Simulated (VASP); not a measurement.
Crystal: Eu.

```
Eu
1.0
    -2.27550    2.27550    2.27550
     2.27550   -2.27550    2.27550
     2.27550    2.27550   -2.27550
Eu
1
Direct
  0.00000 0.00000 0.00000
```

Base run:

| Quantity | Value |
| --- | --- |
| Program | VASP 6.6.1 |
| Functional | PBE |
| Potentials or basis | VASP PAW PBE potentials, release 64 (Eu) |
| Cutoff | 520 eV |
| k mesh | 11 × 11 × 11 |
| Occupations | fermi-dirac, width 0.03 eV |
| Spin | collinear spin, ferromagnetic start |
| Starting moments | [7.0] μB |

Its results: pressure -1.5 GPa; net moment 7.29 μB per cell; site moments Eu +6.68 μB.

Q: The run is repeated on the same cell with these changes: functional from PBE to PBEsol. What comes out?

A: Pressure -2.6 GPa; net moment 7.30 μB per cell; site moments Eu +6.70 μB.

PBEsol binds more tightly than PBE, so the same cell stands under less pressure.

Caveats: the PAW data sets were made with another functional, which shifts forces and pressure a little (at least some runs).
